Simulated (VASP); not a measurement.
# BP (rocksalt type): relaxation of cell and atoms with LDA

Crystal: BP (rocksalt type).

```
B P
1.0
     0.00000    2.15443    2.15443
     2.15443    0.00000    2.15443
     2.15443    2.15443    0.00000
B P
1 1
Direct
  0.00000 0.00000 0.00000
  0.50000 0.50000 0.50000
```

* Program: VASP 6.6.1
* Task: relaxation of cell and atoms
* Functional: LDA
* Potentials or basis: VASP PAW LDA potentials, release 64 (B, P)
* Cutoff: 500 eV
* k mesh: 15 × 15 × 15
* Occupations: fermi-dirac, width 0.1 eV
* Spin: no spin polarisation
* Dipole correction: no
* Further INCAR settings: ALGO = Normal; EDIFF = 1e-07; IBRION = 2; EDIFFG = -0.005; NSW = 60; ISIF = 3

The relaxed volume is 9.70 Å³/atom. The relaxed cell is a = 3.016 Å, b = 3.016 Å, c = 3.016 Å, α = 60.00°, β = 60.00°, γ = 60.00°. The space group after relaxing (to 0.05 Å) is Fm-3m (No. 225). The energy gained by relaxing is 4.8 meV/atom and the ionic steps are 3. The pressure after relaxing is 0.0 GPa and the band gap on the k mesh is zero (band 4 reaches 11.64 eV, above the bottom of band 5 at 7.67 eV).

The path:
```csv
step,energy change (eV),largest force (eV/Å),pressure (GPa),volume (Å³)
1,0.0000,0.0000,-4.98,20.00
2,-0.0074,0.0000,2.58,19.11
3,-0.0096,0.0000,0.00,19.40
```

Final structure:
```
CELL_PARAMETERS angstrom
0.00000 2.13251 2.13251
2.13251 0.00000 2.13251
2.13251 2.13251 0.00000
ATOMIC_POSITIONS crystal
B 0.00000 0.00000 0.00000
P 0.50000 0.50000 0.50000
```

Levels at points of the mesh, in eV from the Fermi level:
| k point | band 2 | band 3 | band 4 | band 5 | band 6 | band 7 |
| --- | --- | --- | --- | --- | --- | --- |
| (0.00, 0.00, 0.00) | -0.01 | -0.01 | -0.01 | 7.20 | 7.92 | 7.92 |

Wall time 12 s on 1 thread of Intel(R) Xeon(R) Platinum 8481C CPU @ 2.70GHz (Sapphire Rapids), on a shared host, peak memory 0.13 GiB.
